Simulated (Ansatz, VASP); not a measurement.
# Two plane-wave programs on CdS

Contents of INCAR:

```
  PREC = Accurate
  ENCUT = 520
  EDIFF = 1E-6
  ISMEAR = 0
  SIGMA = 0.02
  LREAL = F
  LASPH = T
  NELM = 100
  ALGO = Normal
  ISIF = 2
  LWAVE = F
  LCHARG = F
  GGA = PS
  IBRION = 2
  NSW = 60
  EDIFFG = -0.002
```

KPOINTS

```
Automatic mesh
0
Gamma
  6 6 4
```

POSCAR

```
CdS
1.0
    4.1662911592      0.0000000000      0.0000000000
   -2.0831455796      3.6081139834      0.0000000000
    0.0000000000      0.0000000000      6.6439080902
Cd S
2 2
Direct
    0.3333333333      0.6666666667     -0.0019123180
    0.6666666667      0.3333333333      0.4980876820
    0.3333333333      0.6666666667      0.3789123180
    0.6666666667      0.3333333333      0.8789123180
```

Input for Ansatz:

```yaml
crystal:
  lattice:
    - [4.1662911592, 0.0, 0.0]
    - [-2.0831455796, 3.6081139834, 0.0]
    - [0.0, 0.0, 6.6439080902]
  atoms:
    - { symbol: Cd, position: [0.3333333333, 0.6666666667, -0.001912318] }
    - { symbol: Cd, position: [0.6666666667, 0.3333333333, 0.498087682] }
    - { symbol: S, position: [0.3333333333, 0.6666666667, 0.378912318] }
    - { symbol: S, position: [0.6666666667, 0.3333333333, 0.878912318] }
basis:
  ecutwfc: 600.0
kpoints:
  mp_grid: { grid: [6, 6, 4] }
hamiltonian:
  xc: pbesol
  pseudopotentials: { kind: paw, azcp: { folder: soft_1 } }
scf:
  occupations: { method: gaussian, width: 0.02 }
output:
  forces: true
  stress: true
  eigenvalues: true
  write_density: true
  write_potential: true
  elf: true
  volumetric_format: npy
relax:
  adjacent_minimum: "off"
  f_tol: 0.002
  max_steps: 40
```

Change from the starting cell: strained cell.

Alike in both runs: task relaxation of the atoms; functional PBEsol; k mesh 6 × 6 × 4; occupations gaussian, width 0.02 eV; no spin polarisation.

|  | VASP | Ansatz |
| --- | --- | --- |
| version | VASP 6.6.1 | Ansatz 0.2.0 |
| potentials or method | VASP PAW PBE potentials, release 64 (Cd, S), cutoff 520 eV | scalar-relativistic, plane waves, PAW |
| valence electrons in the cell | 36 | 52 |

|  | VASP | Ansatz | Ansatz less VASP |
| --- | --- | --- | --- |
| gap on the k mesh at the Fermi level, each at its own relaxed structure (eV) | 1.09 | 1.09 | -0.003 |

VASP's potentials were made for PBE, not for PBEsol, and Ansatz warns of the same on its side. VASP's potentials hold 36 valence electrons a cell and Ansatz's 52, so a difference there can come from the potentials and not from the codes. Ansatz's warnings: stress scf threshold loose.
